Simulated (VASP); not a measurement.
# Pd (I4/mmm) in VASP: notebook, part 2 of 2

VASP 6.6.1.

### 3 Single point, r2SCAN (strain -0.050 along x and y, +0.050 along z)

The input, POSCAR:

```
Pd
1.0
    0.0000000000      1.8476550000      2.0421450000
    1.8476550000      0.0000000000      2.0421450000
    1.8476550000      1.8476550000      0.0000000000
Pd
1
Direct
    0.0000000000      0.0000000000      0.0000000000
```

The input, INCAR.step1:

```
  PREC = Accurate
  ENCUT = 520
  ISMEAR = 0
  SIGMA = 0.15
  LREAL = F
  LASPH = T
  NELM = 100
  NBANDS = 11
  GGA = PE
  ALGO = Normal
  EDIFF = 1E-4
  LWAVE = T
  LCHARG = F
```

The input, INCAR.step2:

```
  PREC = Accurate
  ENCUT = 520
  EDIFF = 1E-6
  ISMEAR = 0
  SIGMA = 0.15
  LREAL = F
  LASPH = T
  NELM = 100
  ALGO = Normal
  ISIF = 2
  LWAVE = F
  LCHARG = T
  METAGGA = R2SCAN
  LMIXTAU = T
  LELF = T
  LVHAR = T
  NBANDS = 11
  ISTART = 1
```

The input, KPOINTS:

```
regular mesh
0
Gamma
  20 20 20
```

Potentials or basis: VASP PAW PBE potentials, release 64 (Pd).

Command:

```
cat potpaw_PBE.64/Pd/POTCAR > POTCAR
cp INCAR.step1 INCAR
mpirun -np 1 vasp_std > vasp.out
cp INCAR.step2 INCAR
mpirun -np 1 vasp_std > vasp.out
```

OUTCAR:

```text
PREC = Accurate
   ENCUT = 520
   EDIFF = 1E-6
   ISMEAR = 0
   LREAL = F
   LASPH = T
   NELM = 100
   ISIF = 2
   METAGGA = R2SCAN
   ISTART = 1

 ion  position               nearest neighbor table
   1  0.000  0.000  0.000-

  LATTYP: Found a body centered tetragonal cell.
 ALAT       =     2.6129787596
 C/A-ratio  =     1.5630781479

  Lattice vectors:

 A1 = (  -1.8476550000,   0.0000000000,   2.0421450000)
[... 506 lines left out ...]
      1       4.9081      2.00000
      2       6.9976      2.00000
      3       7.9733      2.00000
      4       9.1091      2.00000
      5       9.8596      2.00000
      6      10.9072      0.00200
      7      21.8496      0.00000
      8      28.2941      0.00000
      9      32.8726      0.00000
     10      33.2851      0.00000
     11      36.1576      0.00000

 [... further k-points ...]
[... 5 lines left out ...]
  --------------------------------------------------------------------------------------
  -------------------------------------------------------------------------------------
  Total        1.7492766      1.7492766      0.9883214      0.0000000      0.0000000      0.0000000
  in kB      201.0067930    201.0067930    113.5665567      0.0000000      0.0000000      0.0000000
  external PRESSURE =     171.8600476 kB  Pullay stress =       0.0000000 kB

 VOLUME and BASIS-vectors are now :
 -----------------------------------------------------------------------------
  energy-cutoff  :      520.00
  volume of cell :       13.94
      direct lattice vectors                 reciprocal lattice vectors
     0.000000000  1.847655000  2.042145000    -0.270613291  0.270613291  0.244840597
     1.847655000  0.000000000  2.042145000     0.270613291 -0.270613291  0.244840597
     1.847655000  1.847655000  0.000000000     0.270613291  0.270613291 -0.244840597

 POSITION                                       TOTAL-FORCE (eV/Angst)
 -----------------------------------------------------------------------------------
      0.00000      0.00000      0.00000         0.000000      0.000000     -0.000000
 -----------------------------------------------------------------------------------
    total drift:                                0.000000      0.000000      0.000000

  FREE ENERGIE OF THE ION-ELECTRON SYSTEM (eV)
  ---------------------------------------------------
  free  energy   TOTEN  =       -22.8851528175 eV

  energy  without entropy=      -22.8633594548  energy(sigma->0) =      -22.87425614
```

OUTCAR.step1:

```text
PREC = Accurate
   ENCUT = 520
   ISMEAR = 0
   LREAL = F
   LASPH = T
[... 552 lines left out ...]

 POSITION                                       TOTAL-FORCE (eV/Angst)
 -----------------------------------------------------------------------------------
      0.00000      0.00000      0.00000         0.000000      0.000000     -0.000000
 -----------------------------------------------------------------------------------
    total drift:                                0.000000     -0.000000      0.000000

  FREE ENERGIE OF THE ION-ELECTRON SYSTEM (eV)
  ---------------------------------------------------
  free  energy   TOTEN  =        -5.1254043178 eV

  energy  without entropy=       -5.1021394950  energy(sigma->0) =       -5.11377191
```

Wall time 6.3 min (1 thread of Intel Xeon 8259CL, shared host); peak memory 0.21 GiB.

What came out:

- Free energy: -22.8852 eV
- Pressure: 17.2 GPa
- Band gap on the k mesh: zero (bands 5 and 6 overlap by 2.18 eV)

Stress tensor (GPa, compression positive):
```
20.10  0.00  0.00
 0.00 20.10  0.00
 0.00  0.00 11.36
```

Levels at points of the mesh, in eV from the Fermi level:
```csv
k point,band 2,band 3,band 4,band 5,band 6,band 7,band 8,band 9
"(0.00, 0.00, 0.00)",-3.87,-2.78,-2.78,-2.03,-0.89,18.24,21.69,22.32
"(0.50, 0.00, 0.00)",-3.72,-2.79,-0.23,0.19,1.20,8.28,17.11,22.15
"(0.50, 0.50, 0.00)",-5.77,-0.02,0.30,0.30,2.36,10.10,15.64,15.64
"(0.50, 0.00, 0.50)",-5.68,-0.15,-0.09,0.81,4.43,12.93,13.38,14.07
```

Caveat: the cell differs from its parent crystal (strain -0.050 along x and y, +0.050 along z); the cell stands under pressure; the PAW data sets were made with another functional, which shifts forces and pressure a little.

### 4 Single point, r2SCAN (strain +0.050 along x and y, +0.000 along z)

The input, POSCAR:

```
Pd
1.0
    0.0000000000      2.0421450000      1.9449000000
    2.0421450000      0.0000000000      1.9449000000
    2.0421450000      2.0421450000      0.0000000000
Pd
1
Direct
    0.0000000000      0.0000000000      0.0000000000
```

The input, INCAR.step1:

```
PREC     = Accurate       # precision mode
ENCUT    = 520            # plane-wave cutoff, eV
ISMEAR   = 0              # smearing method
SIGMA    = 0.15           # smearing width, eV
LREAL    = F              # projectors in reciprocal space
LASPH    = T              # aspherical terms in the spheres
NELM     = 60             # most SCF steps
NBANDS   = 11             # bands
GGA      = PE             # functional
ALGO     = Normal         # electronic algorithm
EDIFF    = 1E-4           # SCF threshold, eV
LWAVE    = T              # write WAVECAR
LCHARG   = F              # write CHGCAR
```

The input, INCAR.step2:

```
PREC     = Accurate       # precision mode
ENCUT    = 520            # plane-wave cutoff, eV
EDIFF    = 1E-6           # SCF threshold, eV
ISMEAR   = 0              # smearing method
SIGMA    = 0.15           # smearing width, eV
LREAL    = F              # projectors in reciprocal space
LASPH    = T              # aspherical terms in the spheres
NELM     = 60             # most SCF steps
ALGO     = Normal         # electronic algorithm
ISIF     = 2              # what is computed and relaxed
LWAVE    = F              # write WAVECAR
LCHARG   = F              # write CHGCAR
METAGGA  = R2SCAN         # meta-GGA
LMIXTAU  = T            
NBANDS   = 11             # bands
ISTART   = 1
```

The input, KPOINTS:

```
Automatic mesh
0
Gamma
  20 20 20
```

Command:

```
cat potpaw_PBE.64/Pd/POTCAR > POTCAR
cp INCAR.step1 INCAR
mpirun -np 1 vasp_std > vasp.out
cp INCAR.step2 INCAR
mpirun -np 1 vasp_std > vasp.out
```

Run time: 6 min. Hardware: 1 thread of Intel Xeon 8259CL, shared host; peak memory 0.24 GiB.

The run converged. Its results:

| Item | Value |
| --- | --- |
| Free energy | -22.9061 eV |
| Pressure | -11.7 GPa |
| Band gap on the k mesh | zero (bands 5 and 6 overlap by 1.54 eV) |

Stress tensor (GPa, compression positive):
```
-12.02   0.00   0.00
  0.00 -12.02   0.00
  0.00   0.00 -10.98
```

Levels at points of the mesh, in eV from the Fermi level:
```tsv
k point	band 2	band 3	band 4	band 5	band 6	band 7	band 8	band 9
(0.00, 0.00, 0.00)	-2.62	-2.62	-2.23	-1.33	-0.95	17.95	22.01	22.01
(0.50, 0.00, 0.00)	-2.75	-2.37	-0.14	0.06	1.50	6.97	17.19	20.57
(0.50, 0.50, 0.00)	-4.52	-0.09	0.26	0.26	4.30	11.20	12.77	12.77
(0.50, 0.00, 0.50)	-4.51	-0.12	0.10	0.37	3.37	9.90	13.60	13.79
```

Caveat: the cell differs from its parent crystal (strain +0.050 along x and y, +0.000 along z); the cell stands under tension; the PAW data sets were made with another functional, which shifts forces and pressure a little.

### 5 Summary

```csv
potentials or basis,cell,cutoff (eV),gap on the mesh (eV),pressure (GPa)
"VASP PAW PBE potentials, release 64 (Pd_sv_GW)","a = 2.683, b = 2.683, c = 2.751 Å, angles 59.2, 59.2, 61.7°, 1 atom",590,none,13.2
"VASP PAW PBE potentials, release 64 (Pd)","a = 2.754, b = 2.754, c = 2.613 Å, angles 61.7, 61.7, 56.6°, 1 atom",520,none,17.2
"VASP PAW PBE potentials, release 64 (Pd)","a = 2.820, b = 2.820, c = 2.888 Å, angles 59.2, 59.2, 61.6°, 1 atom",520,none,-11.7
```

Alike in all rows: task single point; level r2SCAN; no spin polarisation; k mesh 20 × 20 × 20; smearing gaussian 0.15 eV.

Caveats: the PAW data sets were made with another functional, which shifts forces and pressure a little; the cell stands under pressure (at least some runs); the cell stands under tension (at least some runs).

Absolute energies hang on the potentials; compare differences alone.
